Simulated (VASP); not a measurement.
# MgS (Niningerite) (Fm-3m) in VASP: further runs, part 3 of 4

VASP 6.6.1. Earlier steps stand in the parts before.

## Step 4: Single point, PBE

INCAR reads:

```
PREC = Accurate ; ENCUT = 600
EDIFF = 1E-6 ; ISMEAR = 0
SIGMA = 0.013000000000000001 ; LREAL = False
LASPH = True ; NELM = 120
ALGO = Normal ; ISIF = 2
LWAVE = False ; LCHARG = True
GGA = PE ; LELF = True
LVHAR = True ; NBANDS = 11
GGA_COMPAT = False
```

KPOINTS reads:

```
Automatic mesh
0
Gamma
  9 9 9
```

POSCAR reads:

```
MgS
1.0
    0.0000000000      2.6016500000      2.6016500000
    2.6016500000      0.0000000000      2.6016500000
    2.6016500000      2.6016500000      0.0000000000
S Mg
1 1
Direct
    0.5000000000      0.5000000000      0.5000000000
    0.0000000000      0.0000000000      0.0000000000
```

Potentials or basis: VASP PAW PBE potentials, release 64 (S, Mg).

Launch:

```console
$ cat potpaw_PBE.64/S/POTCAR potpaw_PBE.64/Mg/POTCAR > POTCAR
$ mpirun -np 1 vasp_std > vasp.out
```

OUTCAR:

```text
PREC = Accurate
   ENCUT = 600
   EDIFF = 1E-6
   ISMEAR = 0
   LREAL = False
   LASPH = True
   NELM = 120
   ISIF = 2
   GGA = PE

 ion  position               nearest neighbor table
   1  0.500  0.500  0.500-   2 2.60   2 2.60   2 2.60   2 2.60   2 2.60   2 2.60
   2  0.000  0.000  0.000-   1 2.60   1 2.60   1 2.60   1 2.60   1 2.60   1 2.60

  LATTYP: Found a face centered cubic cell.
 ALAT       =     5.2033000000

  Lattice vectors:

 A1 = (   0.0000000000,   2.6016500000,   2.6016500000)
 A2 = (   2.6016500000,   0.0000000000,   2.6016500000)
 A3 = (   2.6016500000,   2.6016500000,   0.0000000000)

Analysis of symmetry for initial positions (statically):
[... 33 lines left out ...]
                                     Primitive cell

  volume of cell :      35.2190

  direct lattice vectors                    reciprocal lattice vectors
     0.000000000  2.601650000  2.601650000    -0.192185728  0.192185728  0.192185728
     2.601650000  0.000000000  2.601650000     0.192185728 -0.192185728  0.192185728
     2.601650000  2.601650000  0.000000000     0.192185728  0.192185728 -0.192185728

  length of vectors
     3.679288715  3.679288715  3.679288715     0.332875446  0.332875446  0.332875446

  position of ions in fractional coordinates (direct lattice)
[... 8 lines left out ...]
----------------------------------------------------------------------------------------

 KPOINTS: Automatic mesh

Automatic generation of k-mesh.
 Grid dimensions read from file:
 generate k-points for:    9    9    9

 Generating k-lattice:

  Cartesian coordinates                     Fractional coordinates (reciprocal lattice)
    -0.021353970  0.021353970  0.021353970     0.111111111  0.000000000  0.000000000
     0.021353970 -0.021353970  0.021353970     0.000000000  0.111111111  0.000000000
     0.021353970  0.021353970 -0.021353970     0.000000000  0.000000000  0.111111111

  Length of vectors
     0.036986161  0.036986161  0.036986161

  Shift w.r.t. Gamma in fractional coordinates (k-lattice)
     0.000000000  0.000000000  0.000000000

 Subroutine IBZKPT returns following result:
 ===========================================

 Found     35 irreducible k-points:

 Following reciprocal coordinates:
            Coordinates               Weight
  0.000000  0.000000  0.000000      1.000000
  0.111111  0.000000  0.000000      8.000000
  0.222222  0.000000  0.000000      8.000000
  0.333333  0.000000  0.000000      8.000000
  0.444444  0.000000  0.000000      8.000000
  0.111111  0.111111  0.000000      6.000000
[... 16 lines left out ...]
 -0.333333  0.333333  0.000000     12.000000
  0.444444  0.444444  0.000000      6.000000
 [... further k-points ...]
   k-points           NKPTS =     35   k-points in BZ     NKDIM =     35   number of bands    NBANDS=     11
   number of dos      NEDOS =    301   number of ions     NIONS =      2
   total plane-waves  NPLWV =  27000
   dimension x,y,z NGX =    30 NGY =   30 NGZ =   30
   dimension x,y,z NGXF=    60 NGYF=   60 NGZF=   60
   ions per type =               1   1
   NGX,Y,Z   is equivalent  to a cutoff of  13.56, 13.56, 13.56 a.u.
   NGXF,Y,Z  is equivalent  to a cutoff of  27.11, 27.11, 27.11 a.u.
 SYSTEM =  unknown system
   PREC   = accura    normal or accurate (medium, high low for compatibility)
   ISTART =      0    job   : 0-new  1-cont  2-samecut
   ICHARG =      2    charge: 1-file 2-atom 10-const
   ISPIN  =      1    spin polarized calculation?
   LNONCOLLINEAR =      F non collinear calculations
   LSORBIT =      F    spin-orbit coupling
   LASPH  =      T    aspherical Exc in radial PAW
   ENCUT  =  600.0 eV  44.10 Ry    6.64 a.u.   7.35  7.35  7.35*2*pi/ulx,y,z
   NELM   =    120;   NELMIN=  2; NELMDL= -5     # of ELM steps
   EDIFF  = 0.1E-05   stopping-criterion for ELM
   LREAL  =      F    real-space projection
   EDIFFG = 0.1E-04   stopping-criterion for IOM
   NSW    =      0    number of steps for IOM
   IBRION =     -1    ionic relax: 0-MD 1-quasi-New 2-CG
[... 8 lines left out ...]
   EMIN   =  10.00;   EMAX   =-10.00  energy-range for DOS
   EFERMI =   0.00;   METHOD = LEGACY
   ISMEAR =     0;   SIGMA  =   0.01  broadening in eV -4-tet -1-fermi 0-gaus
   EFERMI_NEDOS =   21; number of points for ismear=-14 and -15
   IALGO  =     38    algorithm
   IMIX   =      4    mixing-type and parameters
     AMIX     =   0.40;   BMIX     =  1.00
     AMIX_MAG =   1.60;   BMIX_MAG =  1.00
  volume/ion in A,a.u.               =      17.61       118.83
  Fermi-wavevector in a.u.,A,eV,Ry     =   0.998878  1.887606 13.575323  0.997758
  Thomas-Fermi vector in A             =   2.131131
   LORBIT       =      0    0 simple, 1 ext, 2 COOP (PROOUT), +10 PAW based schemes
   GGA     = PE    functional components
   LHFCALC =     F    Hartree Fock is set to
   AEXX    =    0.0000 exact exchange contribution
   IVDW    =     0    specifies the selected vdW correction
   LEPSILON=     F    determine dielectric tensor
   LRPA    =     F    only Hartree local field effects (RPA)
 non-spin polarized calculation
 Gauss-broadening in eV      SIGMA  =   0.01
  energy-cutoff  :      600.00
  volume of cell :       35.22
 maximum number of plane-waves:      1211
 NGX is ok and might be reduce to    30
   NGX = 15   NGY = 15   NGZ = 15

 number of electron       7.9999999 magnetization

 Free energy of the ion-electron system (eV)
  ---------------------------------------------------
  ext. energy  EPLUGINS =         0.00000000
  ---------------------------------------------------
  free energy    TOTEN  =        -8.50238723 eV

  energy without entropy =       -8.50238723  energy(sigma->0) =       -8.50238723

 E-fermi :   3.7862     XC(G=0):  -9.6883

 val. band max:        3.7247842590   @ k =   0.0000   0.0000   0.0000
 cond. band min:       6.6302557570   @ k =   0.4444   0.4444   0.0000
 fundamental gap:      2.9054714980
 Fermi energy:         3.7861760694

 k-point     1 :       0.0000    0.0000    0.0000
  band No.  band energies     occupation
      1      -8.9418      2.00000
      2       3.7248      2.00000
      3       3.7248      2.00000
      4       3.7248      2.00000
      5       7.4352      0.00000
      6      11.6794      0.00000
      7      11.6794      0.00000
      8      11.6794      0.00000
      9      14.0743      0.00000
     10      14.0743      0.00000
     11      16.2635      0.00000

 k-point     2 :       0.1111    0.0000    0.0000
  band No.  band energies     occupation
      1      -8.8219      2.00000
      2       2.8602      2.00000
      3       3.6436      2.00000
      4       3.6436      2.00000
      5       8.1168      0.00000
      6      11.3908      0.00000
      7      11.8943      0.00000
      8      11.8943      0.00000
      9      13.5113      0.00000
     10      13.5113      0.00000
     11      16.4977      0.00000

 k-point     3 :       0.2222    0.0000    0.0000
  band No.  band energies     occupation
      1      -8.4894      2.00000
      2       1.3039      2.00000
      3       3.4550      2.00000
      4       3.4550      2.00000
      5       8.6953      0.00000
      6      11.7121      0.00000
      7      11.7121      0.00000
      8      11.7326      0.00000
      9      13.7121      0.00000
     10      13.7121      0.00000
     11      15.7877      0.00000

 k-point     4 :       0.3333    0.0000    0.0000
  band No.  band energies     occupation
      1      -8.0423      2.00000
      2      -0.1142      2.00000
      3       3.2643      2.00000
      4       3.2643      2.00000
      5       8.5086      0.00000
      6      11.0645      0.00000
      7      11.0645      0.00000
      8      13.0701      0.00000
      9      15.2392      0.00000
     10      15.2392      0.00000
     11      15.2838      0.00000
[... 239 lines left out ...]
 k-point    22 :      -0.4444    0.3333    0.0000
  band No.  band energies     occupation
      1      -7.3049      2.00000
      2      -0.1487      2.00000
      3       0.9452      2.00000
      4       2.3330      2.00000
      5       7.5775      0.00000
      6      10.0594      0.00000
      7      13.5456      0.00000
      8      13.6450      0.00000
      9      16.1393      0.00000
     10      17.8843      0.00000
     11      20.2462      0.00000

 k-point    23 :      -0.3333    0.3333    0.0000
  band No.  band energies     occupation
      1      -7.3344      2.00000
      2       0.0997      2.00000
      3       0.4068      2.00000
      4       2.5882      2.00000
      5       8.1558      0.00000
      6      11.4440      0.00000
      7      12.6332      0.00000
      8      12.9752      0.00000
      9      15.4545      0.00000
     10      16.1774      0.00000
     11      20.4239      0.00000

 k-point    24 :       0.4444    0.4444    0.0000
  band No.  band energies     occupation
      1      -7.3314      2.00000
      2      -0.3723      2.00000
      3       2.0813      2.00000
      4       2.0813      2.00000
      5       6.6303      0.00000
      6       8.1831      0.00000
      7      15.3720      0.00000
      8      16.4276      0.00000
      9      16.7272      0.00000
     10      16.7272      0.00000
     11      19.9791      0.00000

 [... further k-points ...]
[... 5 lines left out ...]
  --------------------------------------------------------------------------------------
  -------------------------------------------------------------------------------------
  Total        0.1941687      0.1941687      0.1941687      0.0000000      0.0000000      0.0000000
  in kB        8.8330990      8.8330990      8.8330990      0.0000000      0.0000000      0.0000000
  external PRESSURE =       8.8330990 kB  Pullay stress =       0.0000000 kB

 VOLUME and BASIS-vectors are now :
 -----------------------------------------------------------------------------
  energy-cutoff  :      600.00
  volume of cell :       35.22
      direct lattice vectors                 reciprocal lattice vectors
     0.000000000  2.601650000  2.601650000    -0.192185728  0.192185728  0.192185728
     2.601650000  0.000000000  2.601650000     0.192185728 -0.192185728  0.192185728
     2.601650000  2.601650000  0.000000000     0.192185728  0.192185728 -0.192185728

 POSITION                                       TOTAL-FORCE (eV/Angst)
 -----------------------------------------------------------------------------------
      2.60165      2.60165      2.60165         0.000000     -0.000000     -0.000000
      0.00000      0.00000      0.00000        -0.000000      0.000000      0.000000
 -----------------------------------------------------------------------------------
    total drift:                               -0.000000     -0.000000      0.000000

  FREE ENERGIE OF THE ION-ELECTRON SYSTEM (eV)
  ---------------------------------------------------
  free  energy   TOTEN  =        -8.5023872291 eV

  energy  without entropy=       -8.5023872291  energy(sigma->0) =       -8.50238723
```

stdout:

```text
POSCAR found type information on POSCAR S Mg
 POSCAR found :  2 types and       2 ions
 scaLAPACK will be used
 LDA part: xc-table for (Slater+PW92), standard interpolation
 POSCAR, INCAR and KPOINTS ok, starting setup
 FFT: planning ... GRIDC
 FFT: planning ... GRID_SOFT
 FFT: planning ... GRID
 WAVECAR not read
 entering main loop
```

Run time: 22 s. Hardware: 1 thread of Intel Xeon Platinum 8375C at 2.90GHz (Ice Lake), shared host; peak memory 0.17 GiB.

Results:

- Free energy: -8.5024 eV
- Pressure: 0.9 GPa
- Band gap on the k mesh: 2.91 eV, indirect (least direct gap 3.71 eV)

(Part 3 of 4 ends here.)
